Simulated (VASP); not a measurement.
Wanted: the native input for a VASP 6.6.1 run.

```
Task                   : single point
Functional             : PBE
Dispersion             : D3(BJ)
Potentials or basis    : VASP PAW PBE potentials, release 64 (Zn, O)
Cutoff                 : 520 eV
k mesh                 : 9 × 9 × 4
Occupations            : gaussian, width 0.05 eV
Spin                   : no spin polarisation
Dipole correction      : no
Further INCAR settings : ALGO = Normal; EDIFF = 1e-07; NBANDS = 26
```

The structure of ZnO lies in POSCAR:

```
ZnO
1.0
    3.1893281439      0.0000000000      0.0000000000
   -1.5946640719      2.7620391936      0.0000000000
    0.0000000000      0.0000000000      7.0234847298
Zn O
2 2
Direct
    0.0000000000      0.0000000000      0.7500000000
    0.0000000000      0.0000000000      0.2500000000
    0.3333333333      0.6666666667      0.2500000000
    0.6666666667      0.3333333333      0.7500000000
```

This cell differs from its parent crystal: strain -0.030 along x and y, -0.015 along z.

These files were run (other wordings do the same):

INCAR

```
ALGO = Normal
EDIFF = 1E-7
ENCUT = 520
GGA = PE
ISIF = 2
ISMEAR = 0
IVDW = 12
LASPH = True
LCHARG = False
LREAL = False
LWAVE = False
NBANDS = 26
NELM = 100
PREC = Accurate
SIGMA = 0.05
```

KPOINTS

```
k-points
0
Gamma
  9 9 4
```

Potentials or basis: VASP PAW PBE potentials, release 64 (Zn, O).

Launch:

```console
$ cat potpaw_PBE.64/Zn/POTCAR potpaw_PBE.64/O/POTCAR > POTCAR
$ mpirun -np 1 vasp_std > vasp.out
```

It gave:

```json
{"Pressure": "8.1 GPa", "Band gap on the k mesh": "0.83 eV", "Dispersion energy per atom": "-0.169 eV"}
```

Caveat: the cell differs from its parent crystal (strain -0.030 along x and y, -0.015 along z); the stress differs along the axes, from -2 to 13 GPa.

Run time: 23 s on 1 thread of Intel(R) Xeon(R) 6975P-C (Granite Rapids), with other jobs on the host, peak memory 0.21 GiB.
